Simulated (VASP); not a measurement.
Set up this calculation in VASP 6.6.1, as the native input.

| Item | Value |
| --- | --- |
| Task | single point |
| Functional | r2SCAN |
| Potentials or basis | VASP PAW PBE potentials, release 64 (Hf_pv, C) |
| Cutoff | 520 eV |
| k mesh | 8 × 8 × 5 |
| Occupations | fermi-dirac, width 0.1 eV |
| Spin | no spin polarisation |
| Dipole correction | no |
| Further INCAR settings | ALGO = Normal; EDIFF = 1e-06; NBANDS = 22 |

HfC:

```
CELL_PARAMETERS angstrom
3.31477 0.00000 0.00000
-1.65739 2.87068 0.00000
0.00000 0.00000 5.15899
ATOMIC_POSITIONS crystal
Hf 0.66667 0.33333 0.75000
Hf 0.33333 0.66667 0.25000
C 0.00000 0.00000 0.00000
C 0.00000 0.00000 0.50000
```

One way to write it, as run:

POSCAR

```
HfC
1.0
    3.3147733609      0.0000000000      0.0000000000
   -1.6573866805      2.8706780599      0.0000000000
    0.0000000000      0.0000000000      5.1589916472
Hf C
2 2
Direct
    0.6666666667      0.3333333333      0.7500000000
    0.3333333333      0.6666666667      0.2500000000
    0.0000000000      0.0000000000      0.0000000000
    0.0000000000      0.0000000000      0.5000000000
```

INCAR.step1

```
SYSTEM = HfC
PREC = Accurate
ENCUT = 520
ISMEAR = -1
SIGMA = 0.1
LREAL = .FALSE.
LASPH = .TRUE.
NELM = 80
NBANDS = 22
GGA = PE
ALGO = Normal
EDIFF = 1E-4
LWAVE = .TRUE.
LCHARG = .FALSE.
```

INCAR.step2

```
SYSTEM = HfC
PREC = Accurate
ENCUT = 520
EDIFF = 1E-6
ISMEAR = -1
SIGMA = 0.1
LREAL = .FALSE.
LASPH = .TRUE.
NELM = 80
ALGO = Normal
ISIF = 2
LWAVE = .FALSE.
LCHARG = .FALSE.
METAGGA = R2SCAN
LMIXTAU = .TRUE.
NBANDS = 22
ISTART = 1
```

KPOINTS

```
Automatic mesh
0
G
  8 8 5
  0 0 0
```

Potentials or basis: VASP PAW PBE potentials, release 64 (Hf_pv, C).

Command:

```console
$ cat potpaw_PBE.64/Hf_pv/POTCAR potpaw_PBE.64/C/POTCAR > POTCAR
$ cp INCAR.step1 INCAR
$ mpirun -np 1 vasp_std > vasp.out
$ cp INCAR.step2 INCAR
$ mpirun -np 1 vasp_std > vasp.out
```

Results of the run:

```json
{
  "Pressure": "2.4 GPa",
  "Band gap on the k mesh": "zero (bands 14 and 15 overlap by 1.39 eV)"
}
```

Caveat: the PAW data sets were made with another functional, which shifts forces and pressure a little; spin-orbit coupling is left out, which moves the levels of the heavy elements.

Run time: 3.7 min on 1 thread of Intel Xeon 8259CL (shared host), peak memory 0.19 GiB.
